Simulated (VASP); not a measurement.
# MnO2 (Pnma) in VASP: single point with PBEsol+U

Aim: the single point of MnO2 with PBEsol+U.

All numbers are computed with VASP 6.6.1; they aren't measurements. Logs are shortened: lines on timing, memory, paths and dates and some standing lists are left out, and cuts for length are marked.

## 1. The cell of the first run

Symmetry: Pnma, No. 62, orthorhombic system. Conventional cell: a = 9.320 Å, b = 2.850 Å, c = 4.460 Å, α = 90.00°, β = 90.00°, γ = 90.00°. Mn (site symmetry m) has 6 O at 1.84 to 1.93 Å within 2.4 Å. Within 2.6 Å of O (site symmetry m) lie 3 Mn at 1.93 Å and 3 O at 2.44 to 2.45 Å. Within 2.5 Å of O (site symmetry m) lie 3 Mn at 1.84 to 1.87 Å and 1 O at 2.45 Å.

## 2. Single point, PBEsol+U, collinear spin

The input, INCAR:

```
PREC = Accurate
ENCUT = 800
EDIFF = 1E-6
ISMEAR = -1
SIGMA = 0.05
LREAL = F
LASPH = T
NELM = 300
ALGO = All
ISIF = 2
LWAVE = F
LCHARG = T
ISPIN = 2
MAGMOM = 0 0 0 4.5 0 0 0 0 0 0 0 0
LORBIT = 11
LMAXMIX = 4
LDAU = T
LDAUTYPE = 2
LDAUL = 2 -1
LDAUU = 3.9 0
LDAUJ = 0 0
LDAUPRINT = 1
GGA = PS
LVHAR = T
NBANDS = 66
GGA_COMPAT = F
ISEARCH = 1
KPAR = 4
```

The input, KPOINTS:

```
Automatic mesh
0
Gamma
  2 6 4
```

The input, POSCAR:

```
MnO2
1.0
    9.3200000000      0.0000000000      0.0000000000
    0.0000000000      2.8500000000      0.0000000000
    0.0000000000      0.0000000000      4.4600000000
Mn O
4 8
Direct
    0.6400000000      0.2500000000      0.4800000000
    0.3600000000      0.7500000000      0.5200000000
    0.1400000000      0.2500000000      0.0200000000
    0.8600000000      0.7500000000      0.9800000000
    0.5350000000      0.7500000000      0.2900000000
    0.4650000000      0.2500000000      0.7100000000
    0.0350000000      0.7500000000      0.2100000000
    0.9650000000      0.2500000000      0.7900000000
    0.7850000000      0.2500000000      0.1900000000
    0.2150000000      0.7500000000      0.8100000000
    0.2850000000      0.2500000000      0.3100000000
    0.7150000000      0.7500000000      0.6900000000
```

Potentials or basis: VASP PAW PBE potentials, release 64 (Mn_pv, O).

Started as:

```console
cat potpaw_PBE.64/Mn_pv/POTCAR potpaw_PBE.64/O/POTCAR > POTCAR
mpirun -np 4 vasp_std > vasp.out
```

OUTCAR:

```text
PREC = Accurate
   ENCUT = 800
   EDIFF = 1E-6
   ISMEAR = -1
   LREAL = F
   LASPH = T
   NELM = 300
   ISIF = 2
   ISPIN = 2
   LORBIT = 11
   GGA = PS

 ion  position               nearest neighbor table
   1  0.640  0.250  0.480-  12 1.84  12 1.84   9 1.87   5 1.93   5 1.93   6 1.93   2 2.98   2 2.98

   2  0.360  0.750  0.520-  11 1.84  11 1.84  10 1.87   6 1.93   6 1.93   5 1.93   1 2.98   1 2.98

   3  0.140  0.250  0.020-  10 1.84  10 1.84  11 1.87   7 1.93   7 1.93   8 1.93   4 2.98   4 2.98

   4  0.860  0.750  0.980-   9 1.84   9 1.84  12 1.87   8 1.93   8 1.93   7 1.93   3 2.98   3 2.98

   5  0.535  0.750  0.290-   1 1.93   1 1.93   2 1.93
   6  0.465  0.250  0.710-   2 1.93   2 1.93   1 1.93
   7  0.035  0.750  0.210-   3 1.93   3 1.93   4 1.93
   8  0.965  0.250  0.790-   4 1.93   4 1.93   3 1.93
   9  0.785  0.250  0.190-   4 1.84   4 1.84   1 1.87
  10  0.215  0.750  0.810-   3 1.84   3 1.84   2 1.87
  11  0.285  0.250  0.310-   2 1.84   2 1.84   3 1.87
  12  0.715  0.750  0.690-   1 1.84   1 1.84   4 1.87

  LATTYP: Found a simple orthorhombic cell.
 ALAT       =     2.8500000000
 B/A-ratio  =     1.5649122807
 C/A-ratio  =     3.2701754386

  Lattice vectors:

 A1 = (   0.0000000000,   2.8500000000,   0.0000000000)
 A2 = (   0.0000000000,   0.0000000000,   4.4600000000)
 A3 = (   9.3200000000,   0.0000000000,   0.0000000000)

Analysis of symmetry for initial positions (statically):
=====================================================================
 Subroutine PRICEL returns:
 Original cell was already a primitive cell.

 Routine SETGRP: Setting up the symmetry group for a
 simple orthorhombic supercell.

 Subroutine GETGRP returns: Found  8 space group operations
 (whereof  2 operations were pure point group operations)
 out of a pool of  8 trial point group operations.

The static configuration has the point symmetry S_2 .
 The point group associated with its full space group is D_2h.

Analysis of symmetry for dynamics (positions and initial velocities):
=====================================================================
 Subroutine PRICEL returns:
 Original cell was already a primitive cell.

 Routine SETGRP: Setting up the symmetry group for a
 simple orthorhombic supercell.

 Subroutine GETGRP returns: Found  8 space group operations
 (whereof  2 operations were pure point group operations)
 out of a pool of  8 trial point group operations.

The dynamic configuration has the point symmetry S_2 .
 The point group associated with its full space group is D_2h.

Analysis of structural, dynamic, and magnetic symmetry:
=====================================================================
 Subroutine PRICEL returns:
 Original cell was already a primitive cell.

 Routine SETGRP: Setting up the symmetry group for a
 simple orthorhombic supercell.

 Subroutine GETGRP returns: Found  2 space group operations
 (whereof  1 operations were pure point group operations)
 out of a pool of  8 trial point group operations.

The overall configuration has the point symmetry C_1 .
 The point group associated with its full space group is C_1h.

 Subroutine INISYM returns: Found  2 space group operations
 (whereof  1 operations are pure point group operations),
 and found     1 'primitive' translations

----------------------------------------------------------------------------------------

                                     Primitive cell

  volume of cell :     118.4665

  direct lattice vectors                    reciprocal lattice vectors
     9.320000000  0.000000000  0.000000000     0.107296137  0.000000000  0.000000000
     0.000000000  2.850000000  0.000000000     0.000000000  0.350877193  0.000000000
     0.000000000  0.000000000  4.460000000     0.000000000  0.000000000  0.224215247

  length of vectors
     9.320000000  2.850000000  4.460000000     0.107296137  0.350877193  0.224215247

  position of ions in fractional coordinates (direct lattice)
     0.640000000  0.250000000  0.480000000
     0.360000000  0.750000000  0.520000000
     0.140000000  0.250000000  0.020000000
     0.860000000  0.750000000  0.980000000
     0.535000000  0.750000000  0.290000000
     0.465000000  0.250000000  0.710000000
     0.035000000  0.750000000  0.210000000
     0.965000000  0.250000000  0.790000000
     0.785000000  0.250000000  0.190000000
     0.215000000  0.750000000  0.810000000
     0.285000000  0.250000000  0.310000000
[... 97 lines left out ...]
   PSTRESS=    0.0 pullay stress
   NELECT =     100.0000    total number of electrons
   NUPDOWN=      -1.0000    fix difference up-down
   EMIN   =  10.00;   EMAX   =-10.00  energy-range for DOS
   EFERMI =   0.00;   METHOD = LEGACY
   ISMEAR =    -1;   SIGMA  =   0.05  broadening in eV -4-tet -1-fermi 0-gaus
   EFERMI_NEDOS =   21; number of points for ismear=-14 and -15
   IALGO  =     58    algorithm
   IMIX   =      4    mixing-type and parameters
     AMIX     =   0.40;   BMIX     =  1.00
     AMIX_MAG =   1.60;   BMIX_MAG =  1.00
  volume/ion in A,a.u.               =       9.87        66.62
  Fermi-wavevector in a.u.,A,eV,Ry     =   1.547188  2.923760 32.569480  2.393789
  Thomas-Fermi vector in A             =   2.652317
   LORBIT       =     11    0 simple, 1 ext, 2 COOP (PROOUT), +10 PAW based schemes
 LDA+U is selected, type is set to LDAUTYPE =  2
   angular momentum for each species LDAUL =     2   -1
   U (eV)           for each species LDAUU =   3.9  0.0
   J (eV)           for each species LDAUJ =   0.0  0.0
   GGA     = PS    functional components
   LHFCALC =     F    Hartree Fock is set to
   AEXX    =    0.0000 exact exchange contribution
   IVDW    =     0    specifies the selected vdW correction
   LEPSILON=     F    determine dielectric tensor
   LRPA    =     F    only Hartree local field effects (RPA)
 spin polarized calculation
  energy-cutoff  :      800.00
  volume of cell :      118.47
 maximum number of plane-waves:      6143
 NGX is ok and might be reduce to    90
   NGX = 43   NGY = 13   NGZ = 21

 number of electron     100.0000000 magnetization       0.0000003

 number of electron      99.9999999 magnetization       0.0000000

atom =   1  type =  1  l = 2
[... 120 lines left out ...]
  o =  0.0832  v =  0.0000  0.0000  0.0000  0.0000  0.0000  0.0000  0.0000 -0.4645  0.5724 -0.6758      0.0000  0.0000  0.0000  0.0000  0.0000  0.0000  0.0000  0.0000  0.0000  0.0000
  o =  0.1040  v =  0.0000  0.0000  0.0000  0.0000  0.0000 -0.7256 -0.6881  0.0000  0.0000  0.0000      0.0000  0.0000  0.0000  0.0000  0.0000  0.0000  0.0000  0.0000  0.0000  0.0000
  o =  0.1196  v =  0.0000  0.0000  0.0000  0.0000  0.0000  0.0000  0.0000  0.8690  0.1476 -0.4722      0.0000  0.0000  0.0000  0.0000  0.0000  0.0000  0.0000  0.0000  0.0000  0.0000
  o =  0.3207  v =  0.0000  0.0000  0.0000  0.0000  0.0000  0.0000  0.0000  0.1705  0.8066  0.5660      0.0000  0.0000  0.0000  0.0000  0.0000  0.0000  0.0000  0.0000  0.0000  0.0000
  o =  0.3431  v =  0.0000  0.0000  0.0000  0.0000  0.0000 -0.6881  0.7256  0.0000  0.0000  0.0000      0.0000  0.0000  0.0000  0.0000  0.0000  0.0000  0.0000  0.0000  0.0000  0.0000
  o =  0.5247  v =  0.6943 -0.7196  0.0000  0.0000  0.0000  0.0000  0.0000  0.0000  0.0000  0.0000      0.0000  0.0000  0.0000  0.0000  0.0000  0.0000  0.0000  0.0000  0.0000  0.0000
  o =  0.5440  v =  0.0000  0.0000 -0.1444 -0.8237 -0.5483  0.0000  0.0000  0.0000  0.0000  0.0000      0.0000  0.0000  0.0000  0.0000  0.0000  0.0000  0.0000  0.0000  0.0000  0.0000
  o =  0.9585  v =  0.0000  0.0000  0.9771 -0.2062  0.0525  0.0000  0.0000  0.0000  0.0000  0.0000      0.0000  0.0000  0.0000  0.0000  0.0000  0.0000  0.0000  0.0000  0.0000  0.0000
  o =  0.9615  v =  0.0000  0.0000  0.1563  0.5281 -0.8347  0.0000  0.0000  0.0000  0.0000  0.0000      0.0000  0.0000  0.0000  0.0000  0.0000  0.0000  0.0000  0.0000  0.0000  0.0000
  o =  0.9622  v = -0.7196 -0.6943  0.0000  0.0000  0.0000  0.0000  0.0000  0.0000  0.0000  0.0000      0.0000  0.0000  0.0000  0.0000  0.0000  0.0000  0.0000  0.0000  0.0000  0.0000

 number of electron      99.9999999 magnetization      -0.0000000

 Free energy of the ion-electron system (eV)
  ---------------------------------------------------
  ext. energy  EPLUGINS =         0.00000000
  ---------------------------------------------------
  free energy    TOTEN  =       -87.52059289 eV

  energy without entropy =      -87.52059279  energy(sigma->0) =      -87.52059284

 E-fermi :   4.5178     XC(G=0): -11.7803

 val. band max:        3.8028387619   @ k =   0.0000   0.0000   0.0000
 cond. band min:       5.2375679763   @ k =   0.5000   0.0000   0.0000
 fundamental gap:      1.4347292144
 Fermi energy:         4.5177720124

 spin component 1

 k-point     1 :       0.0000    0.0000    0.0000
  band No.  band energies     occupation
      1     -46.3367      1.00000
      2     -46.3188      1.00000
      3     -46.2518      1.00000
      4     -45.7380      1.00000
      5     -45.0455      1.00000
      6     -44.7806      1.00000
[... 1549 lines left out ...]
     61       7.7309      0.00000
     62       7.8774      0.00000
 Fermi energy:         4.5177720124

 spin component 2

 k-point     1 :       0.0000    0.0000    0.0000
  band No.  band energies     occupation
      1     -46.3363      1.00000
      2     -46.3186      1.00000
      3     -46.2514      1.00000
      4     -45.7392      1.00000
      5     -45.0457      1.00000
      6     -44.7831      1.00000
[... 1549 lines left out ...]
     61       7.7318      0.00000
     62       7.8784      0.00000
 [bands above 62 left out]

------------------------ aborting loop because EDIFF is reached ----------------------------------------

  FORCE on cell =-STRESS in cart. coord.  units (eV):
  Direction    XX          YY          ZZ          XY          YZ          ZX
  --------------------------------------------------------------------------------------
  -------------------------------------------------------------------------------------
  Total       -1.7436827      3.5259641      4.8152656      0.0000000      0.0000000     -0.0020073
  in kB      -23.5820966     47.6862130     65.1231201      0.0000000      0.0000000     -0.0271479
  external PRESSURE =      29.7424121 kB  Pullay stress =       0.0000000 kB

 VOLUME and BASIS-vectors are now :
 -----------------------------------------------------------------------------
  energy-cutoff  :      800.00
  volume of cell :      118.47
      direct lattice vectors                 reciprocal lattice vectors
     9.320000000  0.000000000  0.000000000     0.107296137  0.000000000  0.000000000
     0.000000000  2.850000000  0.000000000     0.000000000  0.350877193  0.000000000
     0.000000000  0.000000000  4.460000000     0.000000000  0.000000000  0.224215247

 POSITION                                       TOTAL-FORCE (eV/Angst)
 -----------------------------------------------------------------------------------
      5.96480      0.71250      2.14080        -2.180872      0.000000     -0.691578
      3.35520      2.13750      2.31920         2.221794      0.000000      0.518958
      1.30480      0.71250      0.08920        -2.181342      0.000000      0.691054
      8.01520      2.13750      4.37080         2.225274      0.000000     -0.519224
      4.98620      2.13750      1.29340         0.543521      0.000000     -0.138202
      4.33380      0.71250      3.16660        -0.288459      0.000000      0.269734
      0.32620      2.13750      0.93660         0.545462      0.000000      0.138199
      8.99380      0.71250      3.52340        -0.285711      0.000000     -0.268870
      7.31620      0.71250      0.84740        -0.829068      0.000000      0.788286
      2.00380      2.13750      3.61260         0.529976      0.000000     -0.411260
      2.65620      0.71250      1.38260        -0.830981      0.000000     -0.788928
      6.66380      2.13750      3.07740         0.530406      0.000000      0.411832
 -----------------------------------------------------------------------------------
    total drift:                               -0.000236      0.000000     -0.000053

  FREE ENERGIE OF THE ION-ELECTRON SYSTEM (eV)
  ---------------------------------------------------
  free  energy   TOTEN  =       -87.5205928920 eV

  energy  without entropy=      -87.5205927859  energy(sigma->0) =      -87.52059284

 total charge

# of ion       s       p       d       tot
------------------------------------------
    1        0.368   6.492   4.916  11.775
    2        0.371   6.497   4.887  11.755
    3        0.368   6.492   4.916  11.775
    4        0.371   6.497   4.887  11.755
    5        1.574   3.387   0.000   4.961
    6        1.575   3.391   0.000   4.965
    7        1.574   3.387   0.000   4.961
    8        1.575   3.391   0.000   4.965
    9        1.558   3.496   0.000   5.054
   10        1.558   3.488   0.000   5.047
   11        1.558   3.496   0.000   5.054
   12        1.558   3.488   0.000   5.047
--------------------------------------------------
tot         14.009  53.501  19.604  87.114

 magnetization (x)

# of ion       s       p       d       tot
------------------------------------------
    1       -0.003  -0.009  -0.940  -0.952
    2       -0.022  -0.037  -2.978  -3.037
    3        0.003   0.009   0.941   0.952
    4        0.022   0.037   2.978   3.037
    5        0.001   0.141   0.000   0.142
    6       -0.001   0.084   0.000   0.083
    7       -0.001  -0.141   0.000  -0.142
    8        0.001  -0.084   0.000  -0.083
    9       -0.001  -0.022   0.000  -0.023
   10        0.001   0.029   0.000   0.030
   11        0.001   0.022   0.000   0.023
   12       -0.001  -0.029   0.000  -0.030
--------------------------------------------------
tot          0.000  -0.000   0.000   0.000
```

Run time: 11 min. Hardware: 4 MPI ranks of Intel Xeon Platinum 8488C (Sapphire Rapids), shared host; peak memory 1.3 GiB.

Results:

- Free energy: -87.5206 eV
- Pressure: 3.0 GPa
- Largest force: 2.288 eV/Å
- Band gap on the k mesh: 1.43 eV (least direct gap 1.48 eV)
- Net moment: 0.00 μB per cell
- Site moments: Mn -0.95, -3.04, +0.95, +3.04; O +0.14, +0.08, -0.14, -0.08, -0.02, +0.03, +0.02, -0.03 μB
- Valence electrons inside the program's atomic spheres: Mn 11.78, 11.76 (each value once); O 4.96, 5.05 (each value once)

Forces in eV/Å, atoms in the order of the input:
```
Mn  -2.181  0.000 -0.692
Mn   2.222  0.000  0.519
Mn  -2.181  0.000  0.691
Mn   2.225  0.000 -0.519
O    0.544  0.000 -0.138
O   -0.288  0.000  0.270
O    0.545  0.000  0.138
O   -0.286  0.000 -0.269
O   -0.829  0.000  0.788
O    0.530  0.000 -0.411
O   -0.831  0.000 -0.789
O    0.530  0.000  0.412
```

Levels at points of the mesh, in eV from the valence-band top:
Spin up:
| k point | band 48 | band 49 | band 50 | band 51 | band 52 | band 53 |
| --- | --- | --- | --- | --- | --- | --- |
| (0.00, 0.00, 0.00) | -0.59 | -0.35 | 0.00 | 1.48 | 1.93 | 2.04 |
| (0.50, 0.00, 0.00) | -0.66 | -0.40 | -0.27 | 1.44 | 2.02 | 2.09 |
| (0.00, 0.50, 0.00) | -1.19 | -0.57 | -0.51 | 1.62 | 2.03 | 2.07 |
| (0.50, 0.50, 0.00) | -1.20 | -0.55 | -0.46 | 1.61 | 2.00 | 2.04 |
| (0.00, 0.00, 0.50) | -0.89 | -0.77 | -0.15 | 1.56 | 2.03 | 2.04 |
| (0.50, 0.00, 0.50) | -0.70 | -0.41 | -0.37 | 1.57 | 2.00 | 2.18 |
| (0.00, 0.50, 0.50) | -0.89 | -0.84 | -0.80 | 1.59 | 2.07 | 2.12 |
| (0.50, 0.50, 0.50) | -0.92 | -0.82 | -0.79 | 1.63 | 2.04 | 2.09 |
Spin down:
```tsv
k point	band 47	band 48	band 49	band 50	band 51	band 52	band 53	band 54
(0.00, 0.00, 0.00)	-0.70	-0.59	-0.35	0.00	1.48	1.93	2.04	2.61
(0.50, 0.00, 0.00)	-0.75	-0.66	-0.40	-0.27	1.43	2.02	2.09	2.61
(0.00, 0.50, 0.00)	-1.31	-1.18	-0.57	-0.51	1.62	2.03	2.07	2.45
(0.50, 0.50, 0.00)	-1.36	-1.20	-0.55	-0.46	1.61	2.00	2.04	2.48
(0.00, 0.00, 0.50)	-1.04	-0.88	-0.77	-0.15	1.56	2.03	2.04	2.60
(0.50, 0.00, 0.50)	-0.99	-0.70	-0.41	-0.37	1.57	2.00	2.18	2.32
(0.00, 0.50, 0.50)	-0.97	-0.89	-0.83	-0.80	1.59	2.07	2.12	2.41
(0.50, 0.50, 0.50)	-0.96	-0.91	-0.82	-0.79	1.63	2.04	2.09	2.39
```

Eigenvalues of the final occupation matrices:
```tsv
site	spin	trace	eigenvalues
site 1 d	1	2.01	0.13 0.14 0.38 0.40 0.95
site 1 d	2	2.95	0.14 0.43 0.46 0.96 0.96
site 2 d	1	0.97	0.08 0.10 0.12 0.32 0.34
site 2 d	2	3.95	0.52 0.54 0.96 0.96 0.96
site 3 d	1	2.95	0.14 0.43 0.46 0.96 0.96
site 3 d	2	2.01	0.13 0.14 0.38 0.40 0.95
site 4 d	1	3.95	0.52 0.54 0.96 0.96 0.96
site 4 d	2	0.97	0.08 0.10 0.12 0.32 0.34
```

Caveat: the stress differs along the axes, from -2 to 7 GPa; the PAW data sets were made with another functional, which shifts forces and pressure a little. A k mesh can miss the band edges.
